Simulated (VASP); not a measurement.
# BaTiO3 (R3m) in VASP: single point with PBEsol+D3(BJ)

Aim: the single point of BaTiO3 with PBEsol+D3(BJ).

All numbers are computed with VASP 6.6.1; they aren't measurements. Logs are shortened: lines on timing, memory, paths and dates and some standing lists are left out, and cuts for length are marked.

### Step 1. The cell of the first run

Symmetry: R3m, No. 160, trigonal system. Conventional cell: a = 5.655 Å, b = 5.655 Å, c = 6.955 Å, α = 90.00°, β = 90.00°, γ = 120.00°. Within 3.7 Å of Ba (site symmetry 3m) lie 12 O at 2.79 to 2.89 Å and 8 Ti at 3.37 to 3.59 Å. Within 2.5 Å of Ti (site symmetry 3m) lie 6 O at 1.87 to 2.14 Å. O (site symmetry m) has 2 Ti at 1.87 to 2.14 Å within 2.5 Å.

### Step 2. Single point, PBEsol+D3(BJ)

INCAR

```
ALGO = Normal
EDIFF = 1E-6
ENCUT = 520
GGA = PS
ISIF = 2
ISMEAR = 0
IVDW = 12
LASPH = True
LCHARG = True
LELF = True
LREAL = False
LVHAR = True
LWAVE = False
NBANDS = 28
NELM = 100
PREC = Accurate
SIGMA = 0.01
```

KPOINTS

```
k-points
0
Gamma
  6 6 6
```

POSCAR

```
BaTiO3
1.0
    2.8273666100      1.6323808700      2.3183934900
   -2.8273666100      1.6323808700      2.3183934900
    0.0000000000     -3.2647617400      2.3183934900
Ba Ti O
1 1 3
Direct
    0.0000000000      0.0000000000      0.0000000000
    0.4845000000      0.4845000000      0.4845000000
    0.5086000000      0.5086000000      0.0175000000
    0.0175000000      0.5086000000      0.5086000000
    0.5086000000      0.0175000000      0.5086000000
```

Potentials or basis: VASP PAW PBE potentials, release 64 (Ba_sv, Ti_sv, O).

On the command line:

```sh
$ cat potpaw_PBE.64/Ba_sv/POTCAR potpaw_PBE.64/Ti_sv/POTCAR potpaw_PBE.64/O/POTCAR > POTCAR
$ mpirun -np 1 vasp_std > vasp.out
```

OUTCAR:

```text
EDIFF = 1E-6
   ENCUT = 520
   GGA = PS
   ISIF = 2
   ISMEAR = 0
   IVDW = 12
   LASPH = True
   LREAL = False
   NELM = 100
   PREC = Accurate
 IVDW          = 12

 ion  position               nearest neighbor table
   1  0.000  0.000  0.000-   3 2.79   4 2.79   5 2.79   4 2.83   5 2.83   5 2.83   4 2.83   3 2.83
                             3 2.83   3 2.89   4 2.89   5 2.89   2 3.37   2 3.43   2 3.43   2 3.43
   2  0.484  0.484  0.484-   3 1.87   4 1.87   5 1.87   3 2.14   4 2.14   5 2.14   1 3.37   1 3.43
                             1 3.43   1 3.43   1 3.50   1 3.50   1 3.50   1 3.59
   3  0.509  0.509  0.017-   2 1.87   2 2.14   1 2.79   1 2.83   1 2.83   1 2.89
   4  0.017  0.509  0.509-   2 1.87   2 2.14   1 2.79   1 2.83   1 2.83   1 2.89
   5  0.509  0.017  0.509-   2 1.87   2 2.14   1 2.79   1 2.83   1 2.83   1 2.89

  LATTYP: Found a trigonal (rhomboedric) cell.
 ALAT       =     4.0041999983
 COS(alpha) =     0.0028448809

  Lattice vectors:

 A1 = (   2.8273666100,   1.6323808700,   2.3183934900)
 A2 = (  -2.8273666100,   1.6323808700,   2.3183934900)
 A3 = (   0.0000000000,  -3.2647617400,   2.3183934900)

Analysis of symmetry for initial positions (statically):
=====================================================================
 Subroutine PRICEL returns:
 Original cell was already a primitive cell.

 Routine SETGRP: Setting up the symmetry group for a
 trigonal (rhombohedral) supercell.

 Subroutine GETGRP returns: Found  6 space group operations
 (whereof  6 operations were pure point group operations)
 out of a pool of 12 trial point group operations.

The static configuration has the point symmetry C_3v.

Analysis of symmetry for dynamics (positions and initial velocities):
=====================================================================
 Subroutine PRICEL returns:
 Original cell was already a primitive cell.

 Routine SETGRP: Setting up the symmetry group for a
 trigonal (rhombohedral) supercell.

 Subroutine GETGRP returns: Found  6 space group operations
 (whereof  6 operations were pure point group operations)
 out of a pool of 12 trial point group operations.

The dynamic configuration has the point symmetry C_3v.

 Subroutine INISYM returns: Found  6 space group operations
 (whereof  6 operations are pure point group operations),
 and found     1 'primitive' translations

----------------------------------------------------------------------------------------

                                     Primitive cell

  volume of cell :      64.2010

  direct lattice vectors                    reciprocal lattice vectors
     2.827366610  1.632380870  2.318393490     0.176843002  0.102100355  0.143777721
    -2.827366610  1.632380870  2.318393490    -0.176843002  0.102100355  0.143777721
     0.000000000 -3.264761740  2.318393490     0.000000000 -0.204200710  0.143777721

  length of vectors
     4.004199998  4.004199998  4.004199994     0.249739791  0.249739791  0.249739791

  position of ions in fractional coordinates (direct lattice)
     0.000000000  0.000000000  0.000000000
     0.484500000  0.484500000  0.484500000
     0.508600000  0.508600000  0.017500000
     0.017500000  0.508600000  0.508600000
     0.508600000  0.017500000  0.508600000

  ion indices of the primitive-cell ions
   primitive index   ion index
                 1           1
                 2           2
                 3           3
                 4           4
                 5           5

----------------------------------------------------------------------------------------

 KPOINTS: k-points

Automatic generation of k-mesh.
 Grid dimensions read from file:
 generate k-points for:    6    6    6

 Generating k-lattice:

  Cartesian coordinates                     Fractional coordinates (reciprocal lattice)
     0.029473834  0.017016726  0.023962954     0.166666667  0.000000000  0.000000000
    -0.029473834  0.017016726  0.023962954     0.000000000  0.166666667  0.000000000
     0.000000000 -0.034033452  0.023962954     0.000000000  0.000000000  0.166666667

  Length of vectors
     0.041623298  0.041623298  0.041623299

  Shift w.r.t. Gamma in fractional coordinates (k-lattice)
     0.000000000  0.000000000  0.000000000

 Subroutine IBZKPT returns following result:
 ===========================================

 Found     32 irreducible k-points:

 Following reciprocal coordinates:
            Coordinates               Weight
  0.000000  0.000000  0.000000      1.000000
  0.166667 -0.000000  0.000000      6.000000
  0.333333 -0.000000  0.000000      6.000000
  0.500000  0.000000  0.000000      3.000000
  0.166667  0.166667  0.000000      6.000000
  0.333333  0.166667 -0.000000     12.000000
[... 16 lines left out ...]
  0.500000  0.500000  0.166667      6.000000
 -0.333333  0.500000  0.166667     12.000000
 [... further k-points ...]
   k-points           NKPTS =     32   k-points in BZ     NKDIM =     32   number of bands    NBANDS=     28
   number of dos      NEDOS =    301   number of ions     NIONS =      5
   total plane-waves  NPLWV =  27000
   dimension x,y,z NGX =    30 NGY =   30 NGZ =   30
   dimension x,y,z NGXF=    60 NGYF=   60 NGZF=   60
   ions per type =               1   1   3
   NGX,Y,Z   is equivalent  to a cutoff of  12.46, 12.46, 12.46 a.u.
   NGXF,Y,Z  is equivalent  to a cutoff of  24.91, 24.91, 24.91 a.u.
 SYSTEM =  unknown system
   PREC   = accura    normal or accurate (medium, high low for compatibility)
   ISTART =      0    job   : 0-new  1-cont  2-samecut
   ICHARG =      2    charge: 1-file 2-atom 10-const
   ISPIN  =      1    spin polarized calculation?
   LNONCOLLINEAR =      F non collinear calculations
   LSORBIT =      F    spin-orbit coupling
   LASPH  =      T    aspherical Exc in radial PAW
   ENCUT  =  520.0 eV  38.22 Ry    6.18 a.u.   7.45  7.45  7.45*2*pi/ulx,y,z
   NELM   =    100;   NELMIN=  2; NELMDL= -5     # of ELM steps
   EDIFF  = 0.1E-05   stopping-criterion for ELM
   LREAL  =      F    real-space projection
   EDIFFG = 0.1E-04   stopping-criterion for IOM
   NSW    =      0    number of steps for IOM
   IBRION =     -1    ionic relax: 0-MD 1-quasi-New 2-CG
   NFREE  =      0    steps in history (QN), initial steepest desc. (CG)
   ISIF   =      2    stress and relaxation
   ISYM   =      2    0-nonsym 1-usesym 2-fastsym
   POTIM  = 0.5000    time-step for ionic-motion
   TEBEG  =    0.0;   TEEND  =   0.0 temperature during run
   PSTRESS=    0.0 pullay stress
   NELECT =      40.0000    total number of electrons
   NUPDOWN=      -1.0000    fix difference up-down
   EMIN   =  10.00;   EMAX   =-10.00  energy-range for DOS
   EFERMI =   0.00;   METHOD = LEGACY
   ISMEAR =     0;   SIGMA  =   0.01  broadening in eV -4-tet -1-fermi 0-gaus
   EFERMI_NEDOS =   21; number of points for ismear=-14 and -15
   IALGO  =     38    algorithm
   IMIX   =      4    mixing-type and parameters
     AMIX     =   0.40;   BMIX     =  1.00
     AMIX_MAG =   1.60;   BMIX_MAG =  1.00
  volume/ion in A,a.u.               =      12.84        86.65
  Fermi-wavevector in a.u.,A,eV,Ry     =   1.398237  2.642285 26.600301  1.955067
  Thomas-Fermi vector in A             =   2.521415
   LORBIT       =      0    0 simple, 1 ext, 2 COOP (PROOUT), +10 PAW based schemes
   GGA     = PS    functional components
   LHFCALC =     F    Hartree Fock is set to
   AEXX    =    0.0000 exact exchange contribution
   IVDW    =    12    specifies the selected vdW correction
   LEPSILON=     F    determine dielectric tensor
   LRPA    =     F    only Hartree local field effects (RPA)
 non-spin polarized calculation
 Gauss-broadening in eV      SIGMA  =   0.01
  energy-cutoff  :      520.00
  volume of cell :       64.20
 maximum number of plane-waves:      1750
 NGX is ok and might be reduce to    30
   NGX = 15   NGY = 15   NGZ = 15

 number of electron      39.9999998 magnetization

 Free energy of the ion-electron system (eV)
  ---------------------------------------------------
  ext. energy  EPLUGINS =         0.00000000
  ---------------------------------------------------
  free energy    TOTEN  =       -42.00630486 eV

  energy without entropy =      -42.00630486  energy(sigma->0) =      -42.00630486

 E-fermi :   3.7642     XC(G=0): -11.4933

 val. band max:        3.6247423715   @ k =   0.5000   0.5000   0.5000
 cond. band min:       5.9617936724   @ k =   0.0000   0.0000   0.0000
 fundamental gap:      2.3370513009
 Fermi energy:         3.7642036998

 k-point     1 :       0.0000    0.0000    0.0000
  band No.  band energies     occupation
      1     -52.4010      2.00000
      2     -28.7721      2.00000
      3     -28.7721      2.00000
      4     -28.7669      2.00000
      5     -21.1279      2.00000
      6     -13.1237      2.00000
[... 20 lines left out ...]
     27       8.5557      0.00000
     28      10.7935      0.00000

 k-point     2 :       0.1667   -0.0000    0.0000
  band No.  band energies     occupation
      1     -52.4007      2.00000
      2     -28.7845      2.00000
      3     -28.7716      2.00000
      4     -28.7677      2.00000
      5     -21.0981      2.00000
      6     -13.1468      2.00000
[... 20 lines left out ...]
     27       9.0935      0.00000
     28      11.4579      0.00000

 k-point     3 :       0.3333   -0.0000    0.0000
  band No.  band energies     occupation
      1     -52.4002      2.00000
      2     -28.8116      2.00000
      3     -28.7705      2.00000
      4     -28.7668      2.00000
      5     -21.0373      2.00000
      6     -13.2752      2.00000
[... 20 lines left out ...]
     27      10.3507      0.00000
     28      11.9007      0.00000

 k-point     4 :       0.5000    0.0000    0.0000
  band No.  band energies     occupation
      1     -52.3999      2.00000
      2     -28.8252      2.00000
      3     -28.7700      2.00000
      4     -28.7663      2.00000
      5     -21.0062      2.00000
      6     -13.3610      2.00000
[... 578 lines left out ...]
     27      11.0421      0.00000
     28      12.0418      0.00000

 k-point    23 :       0.5000    0.5000    0.1667
  band No.  band energies     occupation
      1     -52.3986      2.00000
      2     -28.8224      2.00000
      3     -28.8189      2.00000
      4     -28.7791      2.00000
      5     -20.9124      2.00000
      6     -12.6329      2.00000
[... 20 lines left out ...]
     27      12.1089      0.00000
     28      12.4440      0.00000

 k-point    24 :      -0.3333    0.5000    0.1667
  band No.  band energies     occupation
      1     -52.3988      2.00000
      2     -28.8218      2.00000
      3     -28.8074      2.00000
      4     -28.7796      2.00000
      5     -20.9313      2.00000
      6     -12.8166      2.00000
[... 20 lines left out ...]
     27      11.7467      0.00000
     28      12.2188      0.00000

 [... further k-points ...]

------------------------ aborting loop because EDIFF is reached ----------------------------------------

 Edisp (eV)   -1.31911

 E8    (eV) :    -0.9133

  FORCE on cell =-STRESS in cart. coord.  units (eV):
  Direction    XX          YY          ZZ          XY          YZ          ZX
  --------------------------------------------------------------------------------------
  -------------------------------------------------------------------------------------
  Total      -1.11047    -1.11047    -1.18540     0.00000     0.00000     0.00000
  in kB     -27.71236   -27.71236   -29.58233     0.00000     0.00000     0.00000
  external pressure =      -28.34 kB  Pullay stress =        0.00 kB

 VOLUME and BASIS-vectors are now :
 -----------------------------------------------------------------------------
  energy-cutoff  :      520.00
  volume of cell :       64.20
      direct lattice vectors                 reciprocal lattice vectors
     2.827366610  1.632380870  2.318393490     0.176843002  0.102100355  0.143777721
    -2.827366610  1.632380870  2.318393490    -0.176843002  0.102100355  0.143777721
     0.000000000 -3.264761740  2.318393490     0.000000000 -0.204200710  0.143777721

 POSITION                                       TOTAL-FORCE (eV/Angst)
 -----------------------------------------------------------------------------------
      0.00000      0.00000      0.00000         0.000000      0.000000     -0.125208
      0.00000      0.00000      3.36978         0.000000      0.000000      0.142101
      0.00000      1.60332      2.39884         0.000000      0.095749     -0.005631
     -1.38852     -0.80166      2.39884        -0.082921     -0.047874     -0.005631
      1.38852     -0.80166      2.39884         0.082921     -0.047874     -0.005631
 -----------------------------------------------------------------------------------
    total drift:                                0.000000     -0.000001      0.000453

  FREE ENERGIE OF THE ION-ELECTRON SYSTEM (eV)
  ---------------------------------------------------
  free  energy   TOTEN  =       -43.3254166734 eV

  energy  without entropy=      -43.3254166734  energy(sigma->0) =      -43.32541667
```

It took 39 s on 1 thread of Intel Xeon Platinum 8375C at 2.90GHz (Ice Lake), shared host; peak memory 0.21 GiB.

What came out:

* Free energy: -43.3254 eV
* Pressure: -2.8 GPa
* Largest force: 0.142 eV/Å
* Band gap on the k mesh: 2.34 eV, indirect (least direct gap 2.74 eV)
* Dispersion energy per atom: -0.264 eV

Forces in eV/Å, atoms in the order of the input:
```
Ba   0.000  0.000 -0.125
Ti   0.000  0.000  0.142
O    0.000  0.096 -0.006
O   -0.083 -0.048 -0.006
O    0.083 -0.048 -0.006
```

Stress tensor (GPa, compression positive):
```
-2.77  0.00  0.00
 0.00 -2.77  0.00
 0.00  0.00 -2.96
```

Caveat: the PAW data sets were made with another functional, which shifts forces and pressure a little; spin-orbit coupling is left out, which moves the levels of the heavy elements. A k mesh can miss the band edges.
